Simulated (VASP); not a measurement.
# HfN (F-43m) in VASP: a series of runs

The runs below take HfN through relaxation of cell and atoms, with PBEsol.

Everything below comes from runs of VASP 6.6.1. Logs are shortened: lines on timing, memory, paths and dates and some standing lists are left out, and cuts for length are marked.

### 1 The cell of the first run

Symmetry: F-43m, No. 216, cubic system. Conventional cell: a = 4.910 Å, b = 4.910 Å, c = 4.910 Å, α = 90.00°, β = 90.00°, γ = 90.00°. Within 2.8 Å of Hf (site symmetry -43m) lie 4 N at 2.13 Å. N (site symmetry -43m) has 4 Hf at 2.13 Å within 2.8 Å.

### 2 Relaxation of cell and atoms, PBEsol, target pressure 10 GPa, at which the enthalpy is minimised

Contents of INCAR:

```
SYSTEM = HfN
  PREC = Accurate
  ENCUT = 600
  EDIFF = 1E-7
  ISMEAR = 1
  SIGMA = 0.1
  LREAL = .FALSE.
  LASPH = .TRUE.
  NELM = 100
  ALGO = Normal
  ISIF = 3
  LWAVE = .FALSE.
  LCHARG = .FALSE.
  GGA = PS
  IBRION = 2
  NSW = 60
  EDIFFG = -0.02
  PSTRESS = 100.0
```

Contents of KPOINTS:

```
Automatic mesh
0
G
  9 9 9
  0 0 0
```

Contents of POSCAR:

```
HfN
1.0
    0.0000000000      2.4548220000      2.4548220000
    2.4548220000      0.0000000000      2.4548220000
    2.4548220000      2.4548220000      0.0000000000
Hf N
1 1
Direct
    0.0000000000      0.0000000000      0.0000000000
    0.7500000000      0.7500000000      0.7500000000
```

Potentials or basis: VASP PAW PBE potentials, release 64 (Hf_pv, N).

Run with:

```sh
$ cat potpaw_PBE.64/Hf_pv/POTCAR potpaw_PBE.64/N/POTCAR > POTCAR
$ mpirun -np 1 vasp_std > vasp.out
```

OUTCAR:

```text
SYSTEM = HfN
   PREC = Accurate
   ENCUT = 600
   EDIFF = 1E-7
   ISMEAR = 1
   LREAL = .FALSE.
   LASPH = .TRUE.
   NELM = 100
   ISIF = 3
   GGA = PS
   IBRION = 2
   NSW = 60
   EDIFFG = -0.02
   PSTRESS = 100.0

 ion  position               nearest neighbor table
   1  0.000  0.000  0.000-   2 2.13   2 2.13   2 2.13   2 2.13
   2  0.750  0.750  0.750-   1 2.13   1 2.13   1 2.13   1 2.13

  LATTYP: Found a face centered cubic cell.
 ALAT       =     4.9096440000

  Lattice vectors:

 A1 = (   0.0000000000,   2.4548220000,   2.4548220000)
 A2 = (   2.4548220000,   0.0000000000,   2.4548220000)
 A3 = (   2.4548220000,   2.4548220000,   0.0000000000)

Analysis of symmetry for initial positions (statically):
=====================================================================
 Subroutine PRICEL returns:
 Original cell was already a primitive cell.

 Routine SETGRP: Setting up the symmetry group for a
 face centered cubic supercell.

 Subroutine GETGRP returns: Found 24 space group operations
 (whereof 24 operations were pure point group operations)
 out of a pool of 48 trial point group operations.

The static configuration has the point symmetry T_d .

Analysis of symmetry for dynamics (positions and initial velocities):
=====================================================================
 Subroutine PRICEL returns:
 Original cell was already a primitive cell.

 Routine SETGRP: Setting up the symmetry group for a
 face centered cubic supercell.

 Subroutine GETGRP returns: Found 24 space group operations
 (whereof 24 operations were pure point group operations)
 out of a pool of 48 trial point group operations.

The dynamic configuration has the point symmetry T_d .

 Subroutine INISYM returns: Found 24 space group operations
 (whereof 24 operations are pure point group operations),
 and found     1 'primitive' translations

----------------------------------------------------------------------------------------

                                     Primitive cell

  volume of cell :      29.5863

  direct lattice vectors                    reciprocal lattice vectors
     0.000000000  2.454822000  2.454822000    -0.203680756  0.203680756  0.203680756
     2.454822000  0.000000000  2.454822000     0.203680756 -0.203680756  0.203680756
     2.454822000  2.454822000  0.000000000     0.203680756  0.203680756 -0.203680756

  length of vectors
     3.471642566  3.471642566  3.471642566     0.352785417  0.352785417  0.352785417
[... 92 lines left out ...]
   NELECT =      15.0000    total number of electrons
   NUPDOWN=      -1.0000    fix difference up-down
   EMIN   =  10.00;   EMAX   =-10.00  energy-range for DOS
   EFERMI =   0.00;   METHOD = LEGACY
   ISMEAR =     1;   SIGMA  =   0.10  broadening in eV -4-tet -1-fermi 0-gaus
   EFERMI_NEDOS =   21; number of points for ismear=-14 and -15
   IALGO  =     38    algorithm
   IMIX   =      4    mixing-type and parameters
     AMIX     =   0.40;   BMIX     =  1.00
     AMIX_MAG =   1.60;   BMIX_MAG =  1.00
  volume/ion in A,a.u.               =      14.79        99.83
  Fermi-wavevector in a.u.,A,eV,Ry     =   1.305395  2.466839 23.185087  1.704056
  Thomas-Fermi vector in A             =   2.436267
   LORBIT       =      0    0 simple, 1 ext, 2 COOP (PROOUT), +10 PAW based schemes
   GGA     = PS    functional components
   LHFCALC =     F    Hartree Fock is set to
   AEXX    =    0.0000 exact exchange contribution
   IVDW    =     0    specifies the selected vdW correction
   LEPSILON=     F    determine dielectric tensor
   LRPA    =     F    only Hartree local field effects (RPA)
 conjugate gradient relaxation of ions
 non-spin polarized calculation
 Methfessel and Paxton  Order N= 1 SIGMA  =   0.10
  energy-cutoff  :      600.00
  volume of cell :       29.59
 maximum number of plane-waves:      1002
   NGX = 13   NGY = 13   NGZ = 13

--------------------------------------- Ionic step        1  -------------------------------------------

 number of electron      15.0000001 magnetization

 Free energy of the ion-electron system (eV)
  ---------------------------------------------------
  ext. energy  EPLUGINS =         0.00000000
  ---------------------------------------------------
  free energy    TOTEN  =       -22.25405021 eV

  energy without entropy =      -22.25366781  energy(sigma->0) =      -22.25392274

------------------------ aborting loop because EDIFF is reached ----------------------------------------

  FORCE on cell =-STRESS in cart. coord.  units (eV):
  Direction    XX          YY          ZZ          XY          YZ          ZX
  --------------------------------------------------------------------------------------
  -------------------------------------------------------------------------------------
  Total       -1.1082781     -1.1082781     -1.1082781     -0.0000000     -0.0000000      0.0000000
  in kB      -60.0163161    -60.0163161    -60.0163161     -0.0000000     -0.0000000      0.0000000
  external PRESSURE =    -160.0163161 kB  Pullay stress =     100.0000000 kB
[... 101 lines left out ...]
--------------------------------------- Ionic step        4  -------------------------------------------

 number of electron      15.0000000 magnetization

 Free energy of the ion-electron system (eV)
  ---------------------------------------------------
  ext. energy  EPLUGINS =         0.00000000
  ---------------------------------------------------
  free energy    TOTEN  =       -22.23571063 eV

  energy without entropy =      -22.23546543  energy(sigma->0) =      -22.23562890

 E-fermi :   6.1666     XC(G=0): -11.7548

 val. band max:        6.1584063499   @ k =  -0.2222   0.3333   0.1111
 cond. band min:       6.2105646228   @ k =   0.2222   0.2222   0.0000
 fundamental gap:      0.0521582729
 Fermi energy:         6.1666277270

 k-point     1 :       0.0000    0.0000    0.0000
  band No.  band energies     occupation
      1     -24.5993      2.00000
      2     -24.5993      2.00000
      3     -24.5993      2.00000
      4     -10.2980      2.00000
      5       0.3764      2.00000
      6       0.3764      2.00000
      7       0.3764      2.00000
      8       5.6334      2.00000
      9       8.5680      0.00000
     10       8.5680      0.00000
     11      13.2584      0.00000
[... 309 lines left out ...]
 k-point    24 :       0.4444    0.4444    0.0000
  band No.  band energies     occupation
      1     -25.2159      2.00000
      2     -24.8075      2.00000
      3     -24.8075      2.00000
      4      -8.6287      2.00000
      5      -1.1559      2.00000
      6       2.4206      2.00000
      7       2.4206      2.00000
      8       4.9928      2.00000
      9       8.7584      0.00000
     10      10.5131      0.00000
     11      11.4208      0.00000

 [... further k-points ...]
[... 5 lines left out ...]
  --------------------------------------------------------------------------------------
  -------------------------------------------------------------------------------------
  Total        1.6882713      1.6882713      1.6882713      0.0000000     -0.0000000      0.0000000
  in kB       98.4876765     98.4876765     98.4876765      0.0000000     -0.0000000      0.0000000
  external PRESSURE =      -1.5123235 kB  Pullay stress =     100.0000000 kB
[... 21 lines left out ...]
  energy  without entropy=      -22.2354654276  energy(sigma->0) =      -22.23562890

  enthalpy is  TOTEN    =       -20.5215151320 eV   P V=        1.7141954999

 reached required accuracy - stopping structural energy minimisation
```

CONTCAR:

```text
HfN
   1.00000000000000
    -0.0000000000000000    2.3946771993191764    2.3946771993191764
     2.3946771993191764    0.0000000000000000    2.3946771993191764
     2.3946771993191764    2.3946771993191764    0.0000000000000000
  Hf              N
     1     1
Direct
     0.0000000000000000    0.0000000000000000    0.0000000000000000
     0.7500000000000000    0.7500000000000000    0.7500000000000000

  0.00000000E+00  0.00000000E+00  0.00000000E+00
  0.00000000E+00  0.00000000E+00  0.00000000E+00
```

It took 86 s on 1 thread of AMD EPYC, shared host; peak memory 0.15 GiB.

What came out:

```yaml
Free_energy: -22.2357 eV
Relaxed_volume: 13.73 Å³/atom
Relaxed_cell: a = 3.387 Å, b = 3.387 Å, c = 3.387 Å, α = 60.00°, β = 60.00°, γ = 60.00°
Space_group_after_relaxing_to_0.05_Å: F-43m (No. 216)
Energy_change_on_relaxing_the_enthalpy_is_what_falls: +9.2 meV/atom
Ionic_steps: 4
Pressure_after_relaxing: 9.8 GPa
```

Step by step:
| step | energy change (eV) | largest force (eV/Å) | pressure (GPa) | volume (Å³) |
| --- | --- | --- | --- | --- |
| 1 | 0.0000 | 0.0000 | -6.00 | 29.59 |
| 2 | 0.7623 | 0.0000 | 59.04 | 23.70 |
| 3 | 0.0130 | 0.0000 | 9.03 | 27.56 |
| 4 | 0.0183 | 0.0000 | 9.85 | 27.46 |

Final structure:
```
CELL_PARAMETERS angstrom
0.00000 2.39468 2.39468
2.39468 0.00000 2.39468
2.39468 2.39468 0.00000
ATOMIC_POSITIONS crystal
Hf 0.00000 0.00000 0.00000
N 0.75000 0.75000 0.75000
```

Caveat: the cell is relaxed towards a set pressure, so the enthalpy falls and the energy may rise; the PAW data sets were made with another functional, which shifts forces and pressure a little; spin-orbit coupling is left out, which moves the levels of the heavy elements.

### 3 Relaxation of cell and atoms, PBEsol, target pressure 20 GPa, at which the enthalpy is minimised

Contents of INCAR:

```
PREC = Accurate ; ENCUT = 600
EDIFF = 1E-6 ; ISMEAR = 1
SIGMA = 0.1 ; LREAL = False
LASPH = True ; NELM = 80
ALGO = Normal ; ISIF = 3
LWAVE = False ; LCHARG = False
GGA = PS ; IBRION = 2
NSW = 60 ; EDIFFG = -0.02
PSTRESS = 200.0
```

Contents of KPOINTS:

```
regular mesh
0
Gamma
  9 9 9
```

POSCAR is that of step 2.

Potentials or basis: VASP PAW PBE potentials, release 64 (Hf_pv, N).

Run with:

```sh
$ cat potpaw_PBE.64/Hf_pv/POTCAR potpaw_PBE.64/N/POTCAR > POTCAR
$ mpirun -np 1 vasp_std > vasp.out
```

It took 92 s on 1 thread of AMD EPYC, shared host; peak memory 0.15 GiB.

The run converged. Its results:

- Free energy: -22.1422 eV
- Relaxed volume: 13.23 Å³/atom
- Relaxed cell: a = 3.344 Å, b = 3.344 Å, c = 3.344 Å, α = 60.00°, β = 60.00°, γ = 60.00°
- Space group after relaxing (to 0.05 Å): F-43m (No. 216)
- Energy change on relaxing (the enthalpy is what falls): +55.9 meV/atom
- Ionic steps: 5
- Pressure after relaxing: 20.0 GPa

Step by step:
```csv
step,energy change (eV),largest force (eV/Å),pressure (GPa),volume (Å³)
1,0.0000,0.0000,-6.00,29.59
2,2.6979,0.0000,140.29,20.45
3,0.0788,0.0000,16.95,26.74
4,0.1035,0.0000,19.27,26.52
5,0.1118,0.0000,20.01,26.45
```

Final structure:
```yaml
crystal:
  lattice:
    - [0.00000, 2.36484, 2.36484]
    - [2.36484, 0.00000, 2.36484]
    - [2.36484, 2.36484, 0.00000]
  atoms:
    - { symbol: Hf, position: [0.00000, 0.00000, 0.00000] }
    - { symbol: N, position: [0.75000, 0.75000, 0.75000] }
```

Levels at points of the mesh, in eV from the Fermi level:
```
           k point  band 5  band 6  band 7  band 8  band 9  band 10
(0.00, 0.00, 0.00)   -5.97   -5.97   -5.97   -0.43    2.50     2.50
```

Caveat: the cell is relaxed towards a set pressure, so the enthalpy falls and the energy may rise; the PAW data sets were made with another functional, which shifts forces and pressure a little; spin-orbit coupling is left out, which moves the levels of the heavy elements.

### 4 Relaxation of cell and atoms, PBEsol, target pressure 30 GPa, at which the enthalpy is minimised

Contents of INCAR:

```
PREC     = Accurate       # precision mode
ENCUT    = 600            # plane-wave cutoff, eV
EDIFF    = 1E-7           # SCF threshold, eV
ISMEAR   = 1              # smearing method
SIGMA    = 0.1            # smearing width, eV
LREAL    = False          # projectors in reciprocal space
LASPH    = True           # aspherical terms in the spheres
NELM     = 100            # most SCF steps
ALGO     = Normal         # electronic algorithm
ISIF     = 3              # what is computed and relaxed
LWAVE    = False          # write WAVECAR
LCHARG   = False          # write CHGCAR
GGA      = PS             # functional
IBRION   = 2              # ionic algorithm
NSW      = 60             # ionic steps
EDIFFG   = -0.02          # ionic threshold
PSTRESS  = 300.0
```

Contents of KPOINTS:

```
Automatic mesh
0
Gamma
  9 9 9
```

POSCAR is that of step 3.

Run with:

```sh
$ cat potpaw_PBE.64/Hf_pv/POTCAR potpaw_PBE.64/N/POTCAR > POTCAR
$ mpirun -np 1 vasp_std > vasp.out
```

Wall time 1.9 min (1 thread of AMD EPYC, shared host); peak memory 0.15 GiB.

It converged, with:

| Item | Value |
| --- | --- |
| Free energy | -22.0108 eV |
| Relaxed volume | 12.80 Å³/atom |
| Relaxed cell | a = 3.308 Å, b = 3.308 Å, c = 3.308 Å, α = 60.00°, β = 60.00°, γ = 60.00° |
| Space group after relaxing (to 0.05 Å) | F-43m (No. 216) |
| Energy change on relaxing (the enthalpy is what falls) | +121.6 meV/atom |
| Ionic steps | 5 |
| Pressure after relaxing | 30.0 GPa |

The path:
```
step  energy change (eV)  largest force (eV/Å)  pressure (GPa)  volume (Å³)
   1              0.0000                0.0000           -6.00        29.59
   2              6.3896                0.0000          275.78        17.51
   3              0.1489                0.0000           23.10        26.17
   4              0.2115                0.0000           27.81        25.78
   5              0.2433                0.0000           30.01        25.60
```

Final structure:
```
Hf N
1.0
     0.00000    2.33934    2.33934
     2.33934    0.00000    2.33934
     2.33934    2.33934    0.00000
Hf N
1 1
Direct
  0.00000 0.00000 0.00000
  0.75000 0.75000 0.75000
```

Levels at points of the mesh, in eV from the Fermi level:
| k point | band 3 | band 4 | band 5 | band 6 | band 7 | band 8 | band 9 | band 10 | band 11 |
| --- | --- | --- | --- | --- | --- | --- | --- | --- | --- |
| (0.00, 0.00, 0.00) | -30.52 | -16.81 | -6.13 | -6.13 | -6.13 | -0.34 | 2.58 | 2.58 | 7.56 |

Caveat: the cell is relaxed towards a set pressure, so the enthalpy falls and the energy may rise; the PAW data sets were made with another functional, which shifts forces and pressure a little; spin-orbit coupling is left out, which moves the levels of the heavy elements.

### 5 Overview

```csv
cell,gap on the mesh (eV),pressure (GPa)
relaxed to 10 GPa,none,9.8
relaxed to 20 GPa,none,20.0
relaxed to 30 GPa,none,30.0
```

Alike in all rows: task relaxation of cell and atoms; level PBEsol; potentials or basis VASP PAW PBE potentials, release 64 (Hf_pv, N); no spin polarisation; k mesh 9 × 9 × 9; cutoff (eV) 600; smearing methfessel-paxton 0.1 eV.

Caveats: the cell is relaxed towards a set pressure, so the enthalpy falls and the energy may rise; the PAW data sets were made with another functional, which shifts forces and pressure a little; spin-orbit coupling is left out, which moves the levels of the heavy elements.

Total energies depend on the potentials used, so only differences within one code and one set of settings carry meaning.
